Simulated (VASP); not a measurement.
# C (Fmmm) in VASP: single point with r2SCAN

Aim: the single point of C with r2SCAN.

Everything below comes from runs of VASP 6.6.1. Logs are shortened: lines on timing, memory, paths and dates and some standing lists are left out, and cuts for length are marked.

## Step 1: The cell of the first run

Symmetry: Fmmm, No. 69, orthorhombic system. The conventional cell has a = 2.456 Å, b = 4.253 Å, c = 7.103 Å, α = 90.00°, β = 90.00°, γ = 90.00°. C (site symmetry m2m) has 3 C at 1.42 Å within 1.9 Å.

## Step 2: Single point, r2SCAN

Input file POSCAR:

```
C
1.0
    0.0000000000      2.1264422641      3.5515938152
    1.2280954992      0.0000000000      3.5515938152
    1.2280954992      2.1264422641      0.0000000000
C
2
Direct
    0.1666748551      0.8333251449      0.1666748551
    0.8333251449      0.1666748551      0.8333251449
```

Input file INCAR.step1:

```
PREC = Accurate ; ENCUT = 520
ISMEAR = 0 ; SIGMA = 0.1
LREAL = F ; LASPH = T
NELM = 60 ; NBANDS = 11
GGA = PE ; ALGO = Normal
EDIFF = 1E-4 ; LWAVE = T
LCHARG = F
```

Input file INCAR.step2:

```
PREC = Accurate ; ENCUT = 520
EDIFF = 1E-6 ; ISMEAR = 0
SIGMA = 0.1 ; LREAL = F
LASPH = T ; NELM = 60
ALGO = Normal ; ISIF = 2
LWAVE = F ; LCHARG = F
METAGGA = R2SCAN ; LMIXTAU = T
NBANDS = 11 ; ISTART = 1
```

Input file KPOINTS:

```
regular mesh
0
Gamma
  18 18 18
```

Potentials or basis: VASP PAW PBE potentials, release 64 (C).

Command:

```sh
cat potpaw_PBE.64/C/POTCAR > POTCAR
cp INCAR.step1 INCAR
mpirun -np 1 vasp_std > vasp.out
cp INCAR.step2 INCAR
mpirun -np 1 vasp_std > vasp.out
```

OUTCAR:

```text
PREC = Accurate
   ENCUT = 520
   EDIFF = 1E-6
   ISMEAR = 0
   LREAL = F
   LASPH = T
   NELM = 60
   ISIF = 2
   METAGGA = R2SCAN
   ISTART = 1

 ion  position               nearest neighbor table
   1  0.167  0.833  0.167-   2 1.42   2 1.42   2 1.42
   2  0.833  0.167  0.833-   1 1.42   1 1.42   1 1.42

  LATTYP: Found a face centered orthorhombic cell.
 ALAT       =     2.4561909984
 B/A-ratio  =     1.7314958531
 C/A-ratio  =     2.8919524724

  Lattice vectors:

 A1 = (   0.0000000000,   2.1264422641,   3.5515938152)
 A2 = (   1.2280954992,   0.0000000000,   3.5515938152)
 A3 = (   1.2280954992,   2.1264422641,   0.0000000000)

Analysis of symmetry for initial positions (statically):
=====================================================================
 Subroutine PRICEL returns:
 Original cell was already a primitive cell.

 Routine SETGRP: Setting up the symmetry group for a
 face centered orthorhombic supercell.

 Subroutine GETGRP returns: Found  8 space group operations
 (whereof  8 operations were pure point group operations)
 out of a pool of  8 trial point group operations.

The static configuration has the point symmetry D_2h.

Analysis of symmetry for dynamics (positions and initial velocities):
=====================================================================
 Subroutine PRICEL returns:
 Original cell was already a primitive cell.

 Routine SETGRP: Setting up the symmetry group for a
 face centered orthorhombic supercell.

 Subroutine GETGRP returns: Found  8 space group operations
 (whereof  8 operations were pure point group operations)
 out of a pool of  8 trial point group operations.

The dynamic configuration has the point symmetry D_2h.

 Subroutine INISYM returns: Found  8 space group operations
 (whereof  8 operations are pure point group operations),
 and found     1 'primitive' translations

----------------------------------------------------------------------------------------

                                     Primitive cell

  volume of cell :      18.5498

  direct lattice vectors                    reciprocal lattice vectors
     0.000000000  2.126442264  3.551593815    -0.407134462  0.235134529  0.140781865
     1.228095499  0.000000000  3.551593815     0.407134462 -0.235134529  0.140781865
     1.228095499  2.126442264  0.000000000     0.407134462  0.235134529 -0.140781865

  length of vectors
     4.139513900  3.757929907  2.455600794     0.490781265  0.490781265  0.490781265

  position of ions in fractional coordinates (direct lattice)
     0.166674855  0.833325145  0.166674855
     0.833325145  0.166674855  0.833325145

  ion indices of the primitive-cell ions
   primitive index   ion index
                 1           1
                 2           2

----------------------------------------------------------------------------------------

 KPOINTS: regular mesh

Automatic generation of k-mesh.
 Grid dimensions read from file:
 generate k-points for:   18   18   18

 Generating k-lattice:

  Cartesian coordinates                     Fractional coordinates (reciprocal lattice)
    -0.022618581  0.013063029  0.007821215     0.055555556  0.000000000 -0.000000000
     0.022618581 -0.013063029  0.007821215     0.000000000  0.055555556  0.000000000
     0.022618581  0.013063029 -0.007821215    -0.000000000 -0.000000000  0.055555556

  Length of vectors
     0.027265626  0.027265626  0.027265626

  Shift w.r.t. Gamma in fractional coordinates (k-lattice)
     0.000000000  0.000000000  0.000000000

 Subroutine IBZKPT returns following result:
 ===========================================

 Found    865 irreducible k-points:

 Following reciprocal coordinates:
            Coordinates               Weight
  0.000000  0.000000  0.000000      1.000000
  0.055556 -0.000000  0.000000      8.000000
  0.111111 -0.000000  0.000000      8.000000
  0.166667 -0.000000  0.000000      8.000000
  0.222222 -0.000000  0.000000      8.000000
  0.277778  0.000000  0.000000      8.000000
[... 16 lines left out ...]
 -0.277778  0.055556 -0.000000      8.000000
 -0.222222  0.055556 -0.000000      8.000000
 [... further k-points ...]
   k-points           NKPTS =    865   k-points in BZ     NKDIM =    865   number of bands    NBANDS=     11
   number of dos      NEDOS =    301   number of ions     NIONS =      2
   total plane-waves  NPLWV =  16128
   dimension x,y,z NGX =    32 NGY =   28 NGZ =   18
   dimension x,y,z NGXF=    64 NGYF=   56 NGZF=   36
   ions per type =               2
   NGX,Y,Z   is equivalent  to a cutoff of  12.85, 12.39, 12.19 a.u.
   NGXF,Y,Z  is equivalent  to a cutoff of  25.70, 24.77, 24.37 a.u.
 SYSTEM =  unknown system
   PREC   = accura    normal or accurate (medium, high low for compatibility)
   ISTART =      1    job   : 0-new  1-cont  2-samecut
   ICHARG =      0    charge: 1-file 2-atom 10-const
   ISPIN  =      1    spin polarized calculation?
   LNONCOLLINEAR =      F non collinear calculations
   LSORBIT =      F    spin-orbit coupling
   LASPH  =      T    aspherical Exc in radial PAW
   ENCUT  =  520.0 eV  38.22 Ry    6.18 a.u.   7.70  6.99  4.57*2*pi/ulx,y,z
   NELM   =     60;   NELMIN=  2; NELMDL=  0     # of ELM steps
   EDIFF  = 0.1E-05   stopping-criterion for ELM
   LREAL  =      F    real-space projection
   EDIFFG = 0.1E-04   stopping-criterion for IOM
   NSW    =      0    number of steps for IOM
   IBRION =     -1    ionic relax: 0-MD 1-quasi-New 2-CG
   NFREE  =      0    steps in history (QN), initial steepest desc. (CG)
   ISIF   =      2    stress and relaxation
   ISYM   =      2    0-nonsym 1-usesym 2-fastsym
   POTIM  = 0.5000    time-step for ionic-motion
   TEBEG  =    0.0;   TEEND  =   0.0 temperature during run
   PSTRESS=    0.0 pullay stress
   NELECT =       8.0000    total number of electrons
   NUPDOWN=      -1.0000    fix difference up-down
   EMIN   =  10.00;   EMAX   =-10.00  energy-range for DOS
   EFERMI =   0.00;   METHOD = LEGACY
   ISMEAR =     0;   SIGMA  =   0.10  broadening in eV -4-tet -1-fermi 0-gaus
   EFERMI_NEDOS =   21; number of points for ismear=-14 and -15
   IALGO  =     38    algorithm
   IMIX   =      4    mixing-type and parameters
     AMIX     =   0.40;   BMIX     =  1.00
     AMIX_MAG =   1.60;   BMIX_MAG =  1.00
  volume/ion in A,a.u.               =       9.27        62.59
  Fermi-wavevector in a.u.,A,eV,Ry     =   1.236873  2.337351 20.814943  1.529855
  Thomas-Fermi vector in A             =   2.371464
   LORBIT       =      0    0 simple, 1 ext, 2 COOP (PROOUT), +10 PAW based schemes
   METAGGA = R2SCAN    functional components
   LHFCALC =     F    Hartree Fock is set to
   AEXX    =    0.0000 exact exchange contribution
   IVDW    =     0    specifies the selected vdW correction
   LEPSILON=     F    determine dielectric tensor
   LRPA    =     F    only Hartree local field effects (RPA)
 non-spin polarized calculation
 Gauss-broadening in eV      SIGMA  =   0.10
  energy-cutoff  :      520.00
  volume of cell :       18.55
 maximum number of plane-waves:       524
   NGX = 15   NGY = 13   NGZ =  9

 number of electron       8.0000000 magnetization

 Free energy of the ion-electron system (eV)
  ---------------------------------------------------
  ext. energy  EPLUGINS =         0.00000000
  ---------------------------------------------------
  free energy    TOTEN  =       -19.87414330 eV

  energy without entropy =      -19.87397297  energy(sigma->0) =      -19.87405813

 E-fermi :   4.2022     XC(G=0): -10.7360

 val. band max:        4.1734283157   @ k =  -0.2778   0.0556   0.3333
 cond. band min:       4.2318440099   @ k =  -0.2222   0.1111   0.3333
 fundamental gap:      0.0584156942
 Fermi energy:         4.2021654234

 k-point     1 :       0.0000    0.0000    0.0000
  band No.  band energies     occupation
      1     -16.7332      2.00000
      2      -3.1303      2.00000
      3       0.9916      2.00000
      4       1.0023      2.00000
      5       8.1581      0.00000
      6      12.9290      0.00000
      7      12.9682      0.00000
      8      16.6810      0.00000
      9      17.5186      0.00000
     10      28.1912      0.00000
     11      29.0996      0.00000

 k-point     2 :       0.0556   -0.0000    0.0000
  band No.  band energies     occupation
      1     -16.6539      2.00000
      2      -3.0538      2.00000
      3       0.6785      2.00000
      4       0.8261      2.00000
      5       8.2854      0.00000
      6      13.0065      0.00000
      7      13.2788      0.00000
      8      16.3793      0.00000
      9      17.6673      0.00000
     10      28.4482      0.00000
     11      28.7552      0.00000

 k-point     3 :       0.1111   -0.0000    0.0000
  band No.  band energies     occupation
      1     -16.4162      2.00000
      2      -2.8241      2.00000
      3      -0.2012      2.00000
      4       0.3796      2.00000
      5       8.6658      0.00000
      6      13.0679      0.00000
      7      14.2315      0.00000
      8      15.5278      0.00000
      9      18.1467      0.00000
     10      27.6106      0.00000
     11      29.1630      0.00000

 k-point     4 :       0.1667   -0.0000    0.0000
  band No.  band energies     occupation
      1     -16.0218      2.00000
      2      -2.4417      2.00000
      3      -1.4612      2.00000
      4      -0.2198      2.00000
      5       9.2934      0.00000
      6      13.0161      0.00000
      7      14.2549      0.00000
      8      15.6626      0.00000
      9      18.9672      0.00000
     10      26.0598      0.00000
     11      30.0073      0.00000

 k-point     5 :       0.2222   -0.0000    0.0000
  band No.  band energies     occupation
      1     -15.4732      2.00000
      2      -2.9328      2.00000
      3      -1.9084      2.00000
      4      -0.8555      2.00000
      5      10.1516      0.00000
      6      12.7154      0.00000
      7      12.8479      0.00000
      8      17.4286      0.00000
      9      20.0221      0.00000
     10      24.5741      0.00000
     11      29.2691      0.00000
[... 211 lines left out ...]
 k-point    21 :      -0.3889    0.0556    0.0000
  band No.  band energies     occupation
      1     -11.9126      2.00000
      2      -8.9704      2.00000
      3      -2.5424      2.00000
      4       1.4045      2.00000
      5       6.4348      0.00000
      6      12.0221      0.00000
      7      15.0877      0.00000
      8      19.3941      0.00000
      9      23.8706      0.00000
     10      24.8822      0.00000
     11      26.8064      0.00000

 k-point    22 :      -0.3333    0.0556    0.0000
  band No.  band energies     occupation
      1     -12.9803      2.00000
      2      -7.5689      2.00000
      3      -2.3138      2.00000
      4       0.6347      2.00000
      5       7.6638      0.00000
      6      12.1218      0.00000
      7      13.5323      0.00000
      8      20.5786      0.00000
      9      23.3843      0.00000
     10      23.5848      0.00000
     11      27.1014      0.00000

 k-point    23 :      -0.2778    0.0556   -0.0000
  band No.  band energies     occupation
      1     -13.9527      2.00000
      2      -6.0529      2.00000
      3      -1.9428      2.00000
      4      -0.2403      2.00000
      5       9.2381      0.00000
      6      11.9243      0.00000
      7      12.4958      0.00000
      8      21.4389      0.00000
      9      21.5677      0.00000
     10      22.8412      0.00000
     11      27.6422      0.00000

 k-point    24 :      -0.2222    0.0556   -0.0000
  band No.  band energies     occupation
      1     -14.7925      2.00000
      2      -4.4866      2.00000
      3      -1.4467      2.00000
      4      -1.0589      2.00000
      5      10.6975      0.00000
      6      11.0515      0.00000
      7      12.6238      0.00000
      8      19.4036      0.00000
      9      21.2147      0.00000
     10      23.2028      0.00000
     11      28.3947      0.00000

 [... further k-points ...]
[... 5 lines left out ...]
  --------------------------------------------------------------------------------------
  -------------------------------------------------------------------------------------
  Total        0.1215679      0.1200424     -0.0100101      0.0000000      0.0000000      0.0000000
  in kB       10.5000275     10.3682661     -0.8645898      0.0000000      0.0000000      0.0000000
  external PRESSURE =       6.6679013 kB  Pullay stress =       0.0000000 kB

 VOLUME and BASIS-vectors are now :
 -----------------------------------------------------------------------------
  energy-cutoff  :      520.00
  volume of cell :       18.55
      direct lattice vectors                 reciprocal lattice vectors
     0.000000000  2.126442264  3.551593815    -0.407134462  0.235134529  0.140781865
     1.228095499  0.000000000  3.551593815     0.407134462 -0.235134529  0.140781865
     1.228095499  2.126442264  0.000000000     0.407134462  0.235134529 -0.140781865

 POSITION                                       TOTAL-FORCE (eV/Angst)
 -----------------------------------------------------------------------------------
      1.22810      0.70885      3.55159         0.000000      0.000287      0.000000
      1.22810      3.54404      3.55159         0.000000     -0.000287      0.000000
 -----------------------------------------------------------------------------------
    total drift:                               -0.000000     -0.000000      0.000000

  FREE ENERGIE OF THE ION-ELECTRON SYSTEM (eV)
  ---------------------------------------------------
  free  energy   TOTEN  =       -19.8741433028 eV

  energy  without entropy=      -19.8739729670  energy(sigma->0) =      -19.87405813
```

Run time: 3.8 min. Hardware: 1 thread of Intel Xeon 6975P-C (Granite Rapids), shared host; peak memory 0.25 GiB.

Results:

```
Free energy            : -19.8741 eV
Pressure               : 0.7 GPa
Band gap on the k mesh : 0.06 eV, indirect (least direct gap 0.11 eV)
```

Caveat: the PAW data sets were made with another functional, which shifts forces and pressure a little. A k mesh can miss the band edges.
